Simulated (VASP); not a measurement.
Here is a VASP 6.6.1 calculation.

File POSCAR:

```
Al3Cu
1.0
    3.9276293232      0.0000000000      0.0000000000
    0.0000000000      3.9276293232      0.0000000000
    0.0000000000      0.0000000000      3.9276293232
Al Cu
3 1
Direct
    0.0000000000      0.5000000000      0.5000000000
    0.5000000000      0.0000000000      0.5000000000
    0.5000000000      0.5000000000      0.0000000000
    0.0000000000      0.0000000000      0.0000000000
```

INCAR.step1

```
ALGO = Normal
EDIFF = 1E-4
ENCUT = 520
GGA = PE
ISMEAR = 0
LASPH = True
LCHARG = False
LREAL = False
LWAVE = True
NBANDS = 18
NELM = 100
PREC = Accurate
SIGMA = 0.1
```

INCAR.step2

```
ALGO = Normal
EDIFF = 1E-6
ENCUT = 520
ISIF = 2
ISMEAR = 0
ISTART = 1
LASPH = True
LCHARG = False
LMIXTAU = True
LREAL = False
LWAVE = False
METAGGA = R2SCAN
NBANDS = 18
NELM = 100
PREC = Accurate
SIGMA = 0.1
```

Contents of KPOINTS:

```
k-points
0
Gamma
  12 12 12
```

Potentials or basis: VASP PAW PBE potentials, release 64 (Al, Cu).

Launch:

```bash
$ cat potpaw_PBE.64/Al/POTCAR potpaw_PBE.64/Cu/POTCAR > POTCAR
$ cp INCAR.step1 INCAR
$ mpirun -np 1 vasp_std > vasp.out
$ cp INCAR.step2 INCAR
$ mpirun -np 1 vasp_std > vasp.out
```

Task: What does it give for the pressure?

Result: -3.1 GPa.

Task: Predict the band gap on the k mesh.

Result: Zero (band 10 reaches 10.45 eV, above the bottom of band 11 at 6.23 eV).

Caveat: the PAW data sets were made with another functional, which shifts forces and pressure a little.
